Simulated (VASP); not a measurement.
A run of VASP 6.6.1 is set up as follows.

INCAR

```
SYSTEM = MgO
  PREC = Accurate
  ENCUT = 520
  EDIFF = 1E-6
  ISMEAR = 0
  SIGMA = 0.1
  LREAL = .False.
  LASPH = .True.
  NELM = 60
  ALGO = Normal
  ISIF = 2
  LWAVE = .False.
  LCHARG = .False.
  GGA = PE
  NBANDS = 26
```

File KPOINTS:

```
regular mesh
0
Gamma
  4 4 4
  0 0 0
```

POSCAR

```
MgO
1.0
    5.3920322986      0.0000000000      0.0000000000
    0.0000000000      5.3920322986      0.0000000000
    0.0000000000      0.0000000000      5.3920322986
Mg O
4 4
Direct
    0.8750000000      0.8750000000      0.8750000000
    0.6250000000      0.1250000000      0.3750000000
    0.1250000000      0.3750000000      0.6250000000
    0.3750000000      0.6250000000      0.1250000000
    0.3750000000      0.3750000000      0.3750000000
    0.1250000000      0.6250000000      0.8750000000
    0.6250000000      0.8750000000      0.1250000000
    0.8750000000      0.1250000000      0.6250000000
```

Potentials or basis: VASP PAW PBE potentials, release 64 (Mg, O).

Command:

```bash
$ cat potpaw_PBE.64/Mg/POTCAR potpaw_PBE.64/O/POTCAR > POTCAR
$ mpirun -np 1 vasp_std > vasp.out
```

Problem. Predict the band gap on the k mesh.

Solution. 1.74 eV.

Problem. Estimate the pressure.

Solution. -0.1 GPa.
